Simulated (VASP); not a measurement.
# BeS (zincblende type) (F-43m) in VASP: notebook, part 2 of 2

VASP 6.6.1.

### Step 3. Relaxation of cell and atoms, PBE, target pressure -2.9 GPa, at which the enthalpy is minimised

This run uses another cell than the first one, of 15.48 Å³/atom.

Contents of INCAR:

```
SYSTEM = BeS
ALGO     = Normal         ! electronic algorithm
EDIFF    = 1E-6           ! SCF threshold, eV
EDIFFG   = -0.005         ! ionic threshold
ENCUT    = 600            ! plane-wave cutoff, eV
GGA      = PE             ! functional
IBRION   = 2              ! ionic algorithm
ISIF     = 3              ! what is computed and relaxed
ISMEAR   = -1             ! smearing method
LASPH    = .True.         ! aspherical terms in the spheres
LCHARG   = .False.        ! write CHGCAR
LREAL    = .False.        ! projectors in reciprocal space
LWAVE    = .False.        ! write WAVECAR
NELM     = 60             ! most SCF steps
NSW      = 60             ! ionic steps
PREC     = Accurate       ! precision mode
PSTRESS  = -29.0        
SIGMA    = 0.08           ! smearing width, eV
```

Contents of KPOINTS:

```
k-points
0
Gamma
  14 14 14
  0 0 0
```

Contents of POSCAR:

```
BeS
1.0
    0.0000000000      2.4920976894      2.4920976894
    2.4920976894      0.0000000000      2.4920976894
    2.4920976894      2.4920976894      0.0000000000
Be S
1 1
Direct
    0.0000000000      0.0000000000      0.0000000000
    0.2500000000      0.2500000000      0.2500000000
```

Potentials or basis: VASP PAW PBE potentials, release 64 (Be, S).

On the command line:

```
$ cat potpaw_PBE.64/Be/POTCAR potpaw_PBE.64/S/POTCAR > POTCAR
$ mpirun -np 1 vasp_std > vasp.out
```

OUTCAR:

```text
SYSTEM = BeS
   EDIFF = 1E-6
   EDIFFG = -0.005
   ENCUT = 600
   GGA = PE
   IBRION = 2
   ISIF = 3
   ISMEAR = -1
   LASPH = .True.
   LREAL = .False.
   NELM = 60
   NSW = 60
   PREC = Accurate
   PSTRESS = -29.0

 ion  position               nearest neighbor table
   1  0.000  0.000  0.000-   2 2.16   2 2.16   2 2.16   2 2.16
   2  0.250  0.250  0.250-   1 2.16   1 2.16   1 2.16   1 2.16

  LATTYP: Found a face centered cubic cell.
 ALAT       =     4.9841953788

  Lattice vectors:

 A1 = (   0.0000000000,   2.4920976894,   2.4920976894)
 A2 = (   2.4920976894,   0.0000000000,   2.4920976894)
 A3 = (   2.4920976894,   2.4920976894,   0.0000000000)

Analysis of symmetry for initial positions (statically):
=====================================================================
 Subroutine PRICEL returns:
 Original cell was already a primitive cell.

 Routine SETGRP: Setting up the symmetry group for a
 face centered cubic supercell.

 Subroutine GETGRP returns: Found 24 space group operations
 (whereof 24 operations were pure point group operations)
 out of a pool of 48 trial point group operations.

The static configuration has the point symmetry T_d .

Analysis of symmetry for dynamics (positions and initial velocities):
=====================================================================
 Subroutine PRICEL returns:
 Original cell was already a primitive cell.

 Routine SETGRP: Setting up the symmetry group for a
 face centered cubic supercell.

 Subroutine GETGRP returns: Found 24 space group operations
 (whereof 24 operations were pure point group operations)
 out of a pool of 48 trial point group operations.

The dynamic configuration has the point symmetry T_d .

 Subroutine INISYM returns: Found 24 space group operations
 (whereof 24 operations are pure point group operations),
 and found     1 'primitive' translations

[... 123 lines left out ...]
   LEPSILON=     F    determine dielectric tensor
   LRPA    =     F    only Hartree local field effects (RPA)
 conjugate gradient relaxation of ions
 non-spin polarized calculation
  energy-cutoff  :      600.00
  volume of cell :       30.95
 maximum number of plane-waves:      1056
   NGX = 15   NGY = 15   NGZ = 15

--------------------------------------- Ionic step        1  -------------------------------------------

 number of electron       8.0000001 magnetization

 Free energy of the ion-electron system (eV)
  ---------------------------------------------------
  ext. energy  EPLUGINS =         0.00000000
  ---------------------------------------------------
  free energy    TOTEN  =        -9.97934364 eV

  energy without entropy =       -9.97934364  energy(sigma->0) =       -9.97934364

------------------------ aborting loop because EDIFF is reached ----------------------------------------

  FORCE on cell =-STRESS in cart. coord.  units (eV):
  Direction    XX          YY          ZZ          XY          YZ          ZX
  --------------------------------------------------------------------------------------
  -------------------------------------------------------------------------------------
  Total       -1.0340923     -1.0340923     -1.0340923     -0.0000000     -0.0000000      0.0000000
  in kB      -53.5235270    -53.5235270    -53.5235270     -0.0000000     -0.0000000      0.0000000
  external PRESSURE =     -24.5235270 kB  Pullay stress =     -29.0000000 kB
[... 63 lines left out ...]
--------------------------------------- Ionic step        3  -------------------------------------------

 number of electron       7.9999999 magnetization

 Free energy of the ion-electron system (eV)
  ---------------------------------------------------
  ext. energy  EPLUGINS =         0.00000000
  ---------------------------------------------------
  free energy    TOTEN  =       -10.00470573 eV

  energy without entropy =      -10.00470573  energy(sigma->0) =      -10.00470573

 E-fermi :   5.2547     XC(G=0):  -9.5259

 val. band max:        3.6716951185   @ k =   0.0000   0.0000   0.0000
 cond. band min:       6.8887475918   @ k =   0.5000   0.5000   0.0000
 fundamental gap:      3.2170524733
 Fermi energy:         5.2547101526

 k-point     1 :       0.0000    0.0000    0.0000
  band No.  band energies     occupation
      1      -9.6956      2.00000
      2       3.6717      2.00000
      3       3.6717      2.00000
      4       3.6717      2.00000
      5       9.1431      0.00000
      6       9.3565      0.00000
      7       9.3565      0.00000
      8       9.3565      0.00000
[... 243 lines left out ...]
 k-point    24 :       0.2857    0.1429    0.0000
  band No.  band energies     occupation
      1      -8.9567      2.00000
      2       0.7010      2.00000
      3       2.5091      2.00000
      4       2.6427      2.00000
      5       8.9142      0.00000
      6      10.6011      0.00000
      7      11.3239      0.00000
      8      11.4788      0.00000

 [... further k-points ...]

------------------------ aborting loop because EDIFF is reached ----------------------------------------

  FORCE on cell =-STRESS in cart. coord.  units (eV):
  Direction    XX          YY          ZZ          XY          YZ          ZX
  --------------------------------------------------------------------------------------
  -------------------------------------------------------------------------------------
  Total       -0.5425891     -0.5425891     -0.5425891      0.0000000      0.0000000      0.0000000
  in kB      -28.9978937    -28.9978937    -28.9978937      0.0000000      0.0000000      0.0000000
  external PRESSURE =       0.0021063 kB  Pullay stress =     -29.0000000 kB
[... 21 lines left out ...]
  energy  without entropy=      -10.0047057273  energy(sigma->0) =      -10.00470573

  enthalpy is  TOTEN    =       -10.5473342274 eV   P V=       -0.5426285000

 reached required accuracy - stopping structural energy minimisation
```

OSZICAR:

```text
N       E                     dE             d eps       ncg     rms          rms(c)
DAV:   1     0.241625529993E+02    0.24163E+02   -0.42025E+03  1664   0.951E+02
DAV:   2    -0.922729414727E+01   -0.33390E+02   -0.32439E+02  2456   0.129E+02
DAV:   3    -0.101137200091E+02   -0.88643E+00   -0.88643E+00  2024   0.272E+01
[... 21 lines left out ...]
DAV:   2    -0.100047261389E+02    0.14397E-03   -0.42470E-04  2120   0.118E-01    0.347E-02
DAV:   3    -0.100047090360E+02    0.17103E-04   -0.83074E-05  2112   0.526E-02    0.207E-02
DAV:   4    -0.100047078311E+02    0.12049E-05   -0.88920E-07  1320   0.836E-03    0.162E-02
DAV:   5    -0.100047056094E+02    0.22216E-05   -0.11226E-06   904   0.787E-03    0.229E-03
DAV:   6    -0.100047057274E+02   -0.11800E-06   -0.79247E-08   840   0.340E-03
   3 F= -.10547334E+02 E0= -.10547334E+02  d E =-.770094E-02
```

Wall time 31 s (1 thread of AMD EPYC 9R45 (Zen 5), shared host); peak memory 0.14 GiB.

What came out:

```
Free energy                                                : -10.0047 eV
Relaxed volume                                             : 14.99 Å³/atom
Relaxed cell                                               : a = 3.487 Å, b = 3.487 Å, c = 3.487 Å, α = 60.00°, β = 60.00°, γ = 60.00°
Space group after relaxing (to 0.1 Å)                      : F-43m (No. 216)
Energy change on relaxing (the run minimises the enthalpy) : -12.7 meV/atom
Ionic steps                                                : 3
Pressure after relaxing                                    : -2.9 GPa
Band gap on the k mesh                                     : 3.22 eV (least direct gap 5.47 eV)
```

Step by step:
```csv
step,energy change (eV),largest force (eV/Å),pressure (GPa),volume (Å³)
1,0.0000,0.0000,-5.35,30.95
2,-0.0266,0.0000,-2.69,29.91
3,-0.0254,0.0000,-2.90,29.98
```

Final structure:
```
Be S
1.0
     0.00000    2.46563    2.46563
     2.46563    0.00000    2.46563
     2.46563    2.46563    0.00000
Be S
1 1
Direct
  0.00000 0.00000 0.00000
  0.25000 0.25000 0.25000
```

Caveat: the cell is relaxed towards a set pressure, so the run minimises the enthalpy, not the energy. A k mesh can miss the band edges.

### Step 4. Single point, PBE

Contents of INCAR:

```
PREC = Accurate ; ENCUT = 520
EDIFF = 1E-6 ; ISMEAR = -1
SIGMA = 0.08 ; LREAL = F
LASPH = T ; NELM = 100
ALGO = Normal ; ISIF = 2
LWAVE = F ; LCHARG = F
GGA = PE ; NBANDS = 11
```

Contents of KPOINTS:

```
Automatic mesh
0
Gamma
  14 14 14
```

Contents of POSCAR:

```
BeS
1.0
    0.0000000000      2.4652417120      2.4652417120
    2.4652417120      0.0000000000      2.4652417120
    2.4652417120      2.4652417120      0.0000000000
Be S
1 1
Direct
    0.0000000000      0.0000000000      0.0000000000
    0.2500000000      0.2500000000      0.2500000000
```

On the command line:

```
$ cat potpaw_PBE.64/Be/POTCAR potpaw_PBE.64/S/POTCAR > POTCAR
$ mpirun -np 1 vasp_std > vasp.out
```

It took 59 s on 1 thread of Intel Xeon 8259CL, shared host; peak memory 0.17 GiB.

The run converged. Its results:

```
Free energy            : -10.0047 eV
Pressure               : -2.9 GPa
Band gap on the k mesh : 3.22 eV (least direct gap 5.48 eV)
```

Levels at points of the mesh, in eV from the valence-band top:
```tsv
k point	band 1	band 2	band 3	band 4	band 5	band 6	band 7	band 8	band 9
(0.00, 0.00, 0.00)	-13.37	0.00	0.00	0.00	5.48	5.68	5.68	5.68	12.72
(0.50, 0.00, 0.00)	-11.89	-5.48	-0.97	-0.97	5.30	6.57	6.57	10.97	14.71
(0.50, 0.50, 0.00)	-11.40	-4.77	-2.48	-2.48	3.22	4.95	12.38	12.38	14.92
```

A k mesh can miss the band edges.

### Step 5. Single point, PBE

Contents of INCAR:

```
SYSTEM = BeS
PREC = Accurate ; ENCUT = 520
EDIFF = 1E-7 ; ISMEAR = -1
SIGMA = 0.08 ; LREAL = .FALSE.
LASPH = .TRUE. ; NELM = 80
ALGO = Normal ; ISIF = 2
LWAVE = .FALSE. ; LCHARG = .FALSE.
GGA = PE ; NBANDS = 11
```

Contents of KPOINTS:

```
Automatic mesh
0
G
  14 14 14
  0 0 0
```

POSCAR is that of step 4.

On the command line:

```
$ cat potpaw_PBE.64/Be/POTCAR potpaw_PBE.64/S/POTCAR > POTCAR
$ mpirun -np 1 vasp_std > vasp.out
```

Wall time 56 s (1 thread of Intel Xeon 8259CL, shared host); peak memory 0.17 GiB.

It converged, with:

```yaml
Free_energy: -10.0047 eV
Pressure: -2.9 GPa
Band_gap_on_the_k_mesh: 3.22 eV (least direct gap 5.48 eV)
```

Levels at points of the mesh, in eV from the valence-band top:
| k point | band 1 | band 2 | band 3 | band 4 | band 5 | band 6 | band 7 | band 8 |
| --- | --- | --- | --- | --- | --- | --- | --- | --- |
| (0.00, 0.00, 0.00) | -13.37 | 0.00 | 0.00 | 0.00 | 5.48 | 5.68 | 5.68 | 5.68 |
| (0.50, 0.00, 0.00) | -11.89 | -5.48 | -0.97 | -0.97 | 5.30 | 6.57 | 6.57 | 10.97 |
| (0.50, 0.50, 0.00) | -11.40 | -4.77 | -2.48 | -2.48 | 3.22 | 4.95 | 12.38 | 12.38 |

### Step 6. The runs side by side

```tsv
task	cell	cutoff (eV)	gap on the mesh (eV)	pressure (GPa)
relaxation of cell and atoms	relaxed to -2.9 GPa from a = 3.486 Å, angles 60.0°, 2 atoms	600	3.22	-2.9
relaxation of cell and atoms	relaxed to -2.9 GPa from a = 3.524 Å, angles 60.0°, 2 atoms	600	3.22	-2.9
single point	a = 3.486 Å, angles 60.0°, 2 atoms	520	3.22	-2.9
```

Alike in all rows: level PBE; potentials or basis VASP PAW PBE potentials, release 64 (Be, S); no spin polarisation; k mesh 14 × 14 × 14; smearing fermi-dirac 0.08 eV.

Caveats: the cell is relaxed towards a set pressure, so the run minimises the enthalpy, not the energy (at least some runs); the relaxation stopped at its first step, so nothing moved (at least some runs).

Total energies depend on the potentials used, so only differences within one code and one set of settings carry meaning.
